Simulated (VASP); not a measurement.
# BeTe (F-43m) in VASP: further runs

BeTe is run at these levels: PBEsol; tasks: elastic constants.

All numbers are computed with VASP 6.6.1; they aren't measurements. Logs are shortened: lines on timing, memory, paths and dates and some standing lists are left out, and cuts for length are marked.

**1. The cell of the first run**

It takes space group F-43m (No. 216, cubic). Conventional cell: a = 5.429 Å, b = 5.429 Å, c = 5.429 Å, α = 90.00°, β = 90.00°, γ = 90.00°. Within 3.1 Å of Be (site symmetry -43m) lie 4 Te at 2.35 Å. Te (site symmetry -43m) has 4 Be at 2.35 Å within 3.1 Å.

**2. Elastic constants, PBEsol**

INCAR

```
SYSTEM = BeTe
ALGO = Normal ; EDIFF = 1E-8
ENCUT = 600 ; GGA = PS
IBRION = 6 ; ISIF = 3
ISMEAR = 0 ; LASPH = .True.
LCHARG = .True. ; LREAL = .False.
LWAVE = .False. ; NBANDS = 11
NELM = 60 ; NFREE = 2
NSW = 1 ; POTIM = 0.015
PREC = Accurate ; SIGMA = 0.01
```

KPOINTS

```
k-points
0
Gamma
  8 8 8
  0 0 0
```

POSCAR

```
BeTe
1.0
    0.0000000000      2.7145135904      2.7145135904
    2.7145135904      0.0000000000      2.7145135904
    2.7145135904      2.7145135904      0.0000000000
Be Te
1 1
Direct
    0.0000000000      0.0000000000      0.0000000000
    0.7500000000      0.7500000000      0.7500000000
```

Potentials or basis: VASP PAW PBE potentials, release 64 (Be, Te).

Launch:

```console
> cat potpaw_PBE.64/Be/POTCAR potpaw_PBE.64/Te/POTCAR > POTCAR
> mpirun -np 1 vasp_std > vasp.out
```

OUTCAR:

```text
SYSTEM = BeTe
   EDIFF = 1E-8
   ENCUT = 600
   GGA = PS
   IBRION = 6
   ISIF = 3
   ISMEAR = 0
   LASPH = .True.
   LREAL = .False.
   NELM = 60
   NFREE = 2
   NSW = 1
   POTIM = 0.015
   PREC = Accurate

 ion  position               nearest neighbor table
   1  0.000  0.000  0.000-   2 2.35   2 2.35   2 2.35   2 2.35
   2  0.750  0.750  0.750-   1 2.35   1 2.35   1 2.35   1 2.35

  LATTYP: Found a face centered cubic cell.
 ALAT       =     5.4290271808

  Lattice vectors:

 A1 = (   0.0000000000,   2.7145135904,   2.7145135904)
 A2 = (   2.7145135904,   0.0000000000,   2.7145135904)
 A3 = (   2.7145135904,   2.7145135904,   0.0000000000)

Analysis of symmetry for initial positions (statically):
=====================================================================
 Subroutine PRICEL returns:
 Original cell was already a primitive cell.

 Routine SETGRP: Setting up the symmetry group for a
 face centered cubic supercell.

 Subroutine GETGRP returns: Found 24 space group operations
 (whereof 24 operations were pure point group operations)
 out of a pool of 48 trial point group operations.

The static configuration has the point symmetry T_d .

Analysis of symmetry for dynamics (positions and initial velocities):
=====================================================================
 Subroutine PRICEL returns:
 Original cell was already a primitive cell.

 Routine SETGRP: Setting up the symmetry group for a
 face centered cubic supercell.

 Subroutine GETGRP returns: Found 24 space group operations
 (whereof 24 operations were pure point group operations)
 out of a pool of 48 trial point group operations.

The dynamic configuration has the point symmetry T_d .

 Subroutine INISYM returns: Found 24 space group operations
 (whereof 24 operations are pure point group operations),
 and found     1 'primitive' translations

----------------------------------------------------------------------------------------

                                     Primitive cell

  volume of cell :      40.0042

  direct lattice vectors                    reciprocal lattice vectors
     0.000000000  2.714513590  2.714513590    -0.184195062  0.184195062  0.184195062
     2.714513590  0.000000000  2.714513590     0.184195062 -0.184195062  0.184195062
     2.714513590  2.714513590  0.000000000     0.184195062  0.184195062 -0.184195062

  length of vectors
     3.838901935  3.838901935  3.838901935     0.319035206  0.319035206  0.319035206

  position of ions in fractional coordinates (direct lattice)
     0.000000000  0.000000000  0.000000000
     0.750000000  0.750000000  0.750000000

  ion indices of the primitive-cell ions
   primitive index   ion index
                 1           1
                 2           2

----------------------------------------------------------------------------------------

 KPOINTS: k-points

Automatic generation of k-mesh.
 Grid dimensions read from file:
 generate k-points for:    8    8    8

 Generating k-lattice:

  Cartesian coordinates                     Fractional coordinates (reciprocal lattice)
    -0.023024383  0.023024383  0.023024383     0.125000000  0.000000000  0.000000000
     0.023024383 -0.023024383  0.023024383     0.000000000  0.125000000  0.000000000
     0.023024383  0.023024383 -0.023024383     0.000000000  0.000000000  0.125000000

  Length of vectors
     0.039879401  0.039879401  0.039879401

  Shift w.r.t. Gamma in fractional coordinates (k-lattice)
     0.000000000  0.000000000  0.000000000

 Subroutine IBZKPT returns following result:
 ===========================================

 Found     29 irreducible k-points:

 Following reciprocal coordinates:
            Coordinates               Weight
  0.000000  0.000000  0.000000      1.000000
  0.125000  0.000000  0.000000      8.000000
  0.250000  0.000000  0.000000      8.000000
  0.375000  0.000000  0.000000      8.000000
  0.500000  0.000000  0.000000      4.000000
  0.125000  0.125000  0.000000      6.000000
[... 16 lines left out ...]
  0.500000  0.250000  0.125000     48.000000
 -0.375000  0.250000  0.125000     24.000000
[... 34 lines left out ...]
   ISMEAR =     0;   SIGMA  =   0.01  broadening in eV -4-tet -1-fermi 0-gaus
   EFERMI_NEDOS =   21; number of points for ismear=-14 and -15
   IALGO  =     38    algorithm
   IMIX   =      4    mixing-type and parameters
     AMIX     =   0.40;   BMIX     =  1.00
     AMIX_MAG =   1.60;   BMIX_MAG =  1.00
  volume/ion in A,a.u.               =      20.00       134.98
  Fermi-wavevector in a.u.,A,eV,Ry     =   0.957347  1.809124 12.469926  0.916514
  Thomas-Fermi vector in A             =   2.086357
   LORBIT       =      0    0 simple, 1 ext, 2 COOP (PROOUT), +10 PAW based schemes
   GGA     = PS    functional components
   LHFCALC =     F    Hartree Fock is set to
   AEXX    =    0.0000 exact exchange contribution
   IVDW    =     0    specifies the selected vdW correction
   LEPSILON=     F    determine dielectric tensor
   LRPA    =     F    only Hartree local field effects (RPA)
 finite differences with symmetry
 non-spin polarized calculation
 Gauss-broadening in eV      SIGMA  =   0.01
  energy-cutoff  :      600.00
  volume of cell :       40.00
 maximum number of plane-waves:      1363
   NGX = 15   NGY = 15   NGZ = 15

--------------------------------------- Ionic step        1  -------------------------------------------

 number of electron       8.0000000 magnetization

 Free energy of the ion-electron system (eV)
  ---------------------------------------------------
  ext. energy  EPLUGINS =         0.00000000
  ---------------------------------------------------
  free energy    TOTEN  =        -8.12768781 eV

  energy without entropy =       -8.12768781  energy(sigma->0) =       -8.12768781

------------------------ aborting loop because EDIFF is reached ----------------------------------------

  FORCE on cell =-STRESS in cart. coord.  units (eV):
  Direction    XX          YY          ZZ          XY          YZ          ZX
  --------------------------------------------------------------------------------------
  -------------------------------------------------------------------------------------
  Total        1.8289846      1.8289846      1.8289846     -0.0000000     -0.0000000     -0.0000000
  in kB       73.2511726     73.2511726     73.2511726     -0.0000000     -0.0000000     -0.0000000
  external PRESSURE =      73.2511726 kB  Pullay stress =       0.0000000 kB
[... 89 lines left out ...]
  FREE ENERGIE OF THE ION-ELECTRON SYSTEM (eV)
  ---------------------------------------------------
  free  energy   TOTEN  =        -8.0965715924 eV

  energy  without entropy=       -8.0965715924  energy(sigma->0) =       -8.09657159

[... ionic steps 4 to 14 ...]

--------------------------------------- Ionic step       15  -------------------------------------------

 number of electron       8.0000000 magnetization

------------------------ aborting loop because EDIFF is reached ----------------------------------------
[... 67 lines left out ...]
--------------------------------------- Ionic step       17  -------------------------------------------

 number of electron       8.0000000 magnetization

 Free energy of the ion-electron system (eV)
  ---------------------------------------------------
  ext. energy  EPLUGINS =         0.00000000
  ---------------------------------------------------
  free energy    TOTEN  =        -8.12668239 eV

  energy without entropy =       -8.12668239  energy(sigma->0) =       -8.12668239

 E-fermi :   6.4608     XC(G=0):  -9.6432

 val. band max:        6.3582542396   @ k =   0.0000   0.0000   0.0000
 cond. band min:       7.8682560596   @ k =   0.0000   0.5000   0.5000
 fundamental gap:      1.5100018199
 Fermi energy:         6.4608438933

 k-point     1 :       0.0000    0.0000    0.0000
  band No.  band energies     occupation
      1      -6.8096      2.00000
      2       6.2557      2.00000
      3       6.3080      2.00000
      4       6.3583      2.00000
      5       9.7613      0.00000
      6       9.7938      0.00000
      7       9.8288      0.00000
      8      10.8721      0.00000
      9      14.6561      0.00000
     10      16.7843      0.00000
     11      16.7844      0.00000
[... 309 lines left out ...]
 k-point    24 :      -0.3750    0.2500    0.1250
  band No.  band energies     occupation
      1      -4.8692      2.00000
      2       0.4837      2.00000
      3       2.9833      2.00000
      4       4.0230      2.00000
      5      10.3406      0.00000
      6      10.7962      0.00000
      7      13.3189      0.00000
      8      14.3720      0.00000
      9      14.9583      0.00000
     10      18.0833      0.00000
     11      18.5965      0.00000

 [... further k-points ...]
[... 5 lines left out ...]
  --------------------------------------------------------------------------------------
  -------------------------------------------------------------------------------------
  Total        1.8292239      1.8317260      1.8317260      0.0000000     -0.1211979      0.0000000
  in kB       73.2607558     73.3609652     73.3609652      0.0000000     -4.8539983      0.0000000
  external PRESSURE =      73.3275620 kB  Pullay stress =       0.0000000 kB
[... 17 lines left out ...]
  FREE ENERGIE OF THE ION-ELECTRON SYSTEM (eV)
  ---------------------------------------------------
  free  energy   TOTEN  =        -8.1266823927 eV

  energy  without entropy=       -8.1266823927  energy(sigma->0) =       -8.12668239

 INTERNAL STRAIN TENSORS FROM STRAINED CELLS
 ============================================

 INTERNAL STRAIN TENSOR FOR ION    1 for displacements in x,y,z  (eV/Angst):
          X           Y           Z          XY          YZ          ZX
  --------------------------------------------------------------------------------
  x     0.00000    -0.00000    -0.00000     0.00000    -8.08495     0.00000
  y     0.00000    -0.00000     0.00000     0.00000     0.00000    -8.08492
  z     0.00000    -0.00000    -0.00000    -8.08488     0.00000     0.00000

 INTERNAL STRAIN TENSORS FROM DISPLACED ATOMS
 ============================================

 INTERNAL STRAIN TENSOR FOR ION    1 for displacements in x,y,z  (eV/Angst):
          X           Y           Z          XY          YZ          ZX
  --------------------------------------------------------------------------------
  x    -0.00000    -0.00000    -0.00000     0.00000    -8.08309     0.00000
  y     0.00000     0.00000     0.00000     0.00000     0.00000    -8.08309
  z    -0.00000    -0.00000    -0.00000    -8.08309     0.00000     0.00000

 INTERNAL STRAIN TENSOR FOR ION    2 for displacements in x,y,z  (eV/Angst):
          X           Y           Z          XY          YZ          ZX
  --------------------------------------------------------------------------------
  x     0.00000     0.00000     0.00000     0.00000     8.08267     0.00000
  y     0.00000     0.00000     0.00000     0.00000     0.00000     8.08267
  z     0.00000     0.00000     0.00000     8.08267     0.00000     0.00000

 Eigenvectors and eigenvalues of the dynamical matrix
 ----------------------------------------------------

   1 f  =   16.109552 THz   101.219301 2PiTHz  537.356819 cm-1    66.623724 meV
             X         Y         Z           dx          dy          dz
      0.000000  0.000000  0.000000     0.000000    0.000000   -0.966452
      4.071770  4.071770  4.071770     0.000000    0.000000    0.256845
[... 21 lines left out ...]
   6 f/i=    0.000166 THz     0.001041 2PiTHz    0.005526 cm-1     0.000685 meV
             X         Y         Z           dx          dy          dz
      0.000000  0.000000  0.000000     0.212076    0.141917    0.029205
      4.071770  4.071770  4.071770     0.797996    0.534001    0.109892

--------------------------------------------------------------------------------------------------------

 ELASTIC MODULI CONTR FROM IONIC RELAXATION (kBar)
 Direction    XX          YY          ZZ          XY          YZ          ZX
 --------------------------------------------------------------------------------
 XX          -0.0000     -0.0000     -0.0000     -0.0000     -0.0000      0.0000
 YY          -0.0000     -0.0000     -0.0000     -0.0000     -0.0000      0.0000
 ZZ          -0.0000     -0.0000     -0.0000     -0.0000     -0.0000      0.0000
 XY          -0.0000     -0.0000     -0.0000   -292.7245      0.0000     -0.0000
 YZ          -0.0000     -0.0000     -0.0000      0.0000   -292.7245      0.0000
 ZX           0.0000      0.0000      0.0000     -0.0000      0.0000   -292.7245
 --------------------------------------------------------------------------------

 TOTAL ELASTIC MODULI (kBar)
 Direction    XX          YY          ZZ          XY          YZ          ZX
 --------------------------------------------------------------------------------
 XX        1227.3164    596.7706    596.7706      0.0000     -0.0000      0.0000
 YY         596.7706   1227.3164    596.7706      0.0000     -0.0000      0.0000
 ZZ         596.7706    596.7706   1227.3164     -0.0000     -0.0000     -0.0000
 XY           0.0000      0.0000     -0.0000    578.6606      0.0000     -0.0000
 YZ          -0.0000     -0.0000     -0.0000      0.0000    578.6606      0.0000
 ZX           0.0000      0.0000     -0.0000     -0.0000      0.0000    578.6606
 --------------------------------------------------------------------------------
```

Run time: 5.6 min. Hardware: 1 thread of Intel Xeon 6975P-C, shared host; peak memory 0.3 GiB.

What came out:

- Elastic constants C11, C12, C44: 123, 60, 58 GPa
- Voigt bulk modulus: 81 GPa
- Highest phonon frequency at Γ, LO-TO splitting left out: 537 cm⁻¹

Phonon frequencies in cm⁻¹ (negative: imaginary):
```csv
q point,frequencies
"(0.000, 0.000, 0.000)",0 0 0 537 537 537
```

Elastic tensor in Voigt notation (GPa, in the Cartesian axes of the cell as first typed):
```
123  60  60   0   0   0
 60 123  60   0   0   0
 60  60 123   0   0   0
  0   0   0  58   0   0
  0   0   0   0  58   0
  0   0   0   0   0  58
```

Clamped-ion elastic tensor (GPa):
```
123  60  60   0   0   0
 60 123  60   0   0   0
 60  60 123   0   0   0
  0   0   0  87   0   0
  0   0   0   0  87   0
  0   0   0   0   0  87
```

Caveat: the cell is under stress, which shifts elastic constants; the PAW data sets were made with another functional, which shifts forces and pressure a little; spin-orbit coupling is left out, which moves the levels of the heavy elements.

[end of part 1 of 2]
